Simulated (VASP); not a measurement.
Here is a VASP 6.6.1 calculation.

File INCAR:

```
ALGO = Normal
EDIFF = 1E-6
ENCUT = 500
GGA = CA
GGA_COMPAT = False
ISIF = 2
ISMEAR = 0
LASPH = True
LCHARG = False
LREAL = False
LWAVE = False
NBANDS = 11
NELM = 120
PREC = Accurate
SIGMA = 0.01
```

KPOINTS

```
Automatic mesh
0
Gamma
  8 8 8
  0.5 0.5 0.5
```

Contents of POSCAR:

```
Pd
1.0
   -1.5722810000      1.5722810000      1.5722810000
    1.5722810000     -1.5722810000      1.5722810000
    1.5722810000      1.5722810000     -1.5722810000
Pd
1
Direct
    0.0000000000      0.0000000000      0.0000000000
```

Potentials or basis: VASP PAW LDA potentials, release 64 (Pd).

Command:

```sh
$ cat potpaw_LDA.64/Pd/POTCAR > POTCAR
$ mpirun -np 1 vasp_std > vasp.out
```

(1) Predict the pressure.

(2) What does it give for the band gap on the k mesh?

Results:

(1) -15.6 GPa.

(2) zero (band 5 reaches 9.06 eV, above the bottom of band 6 at 7.74 eV).
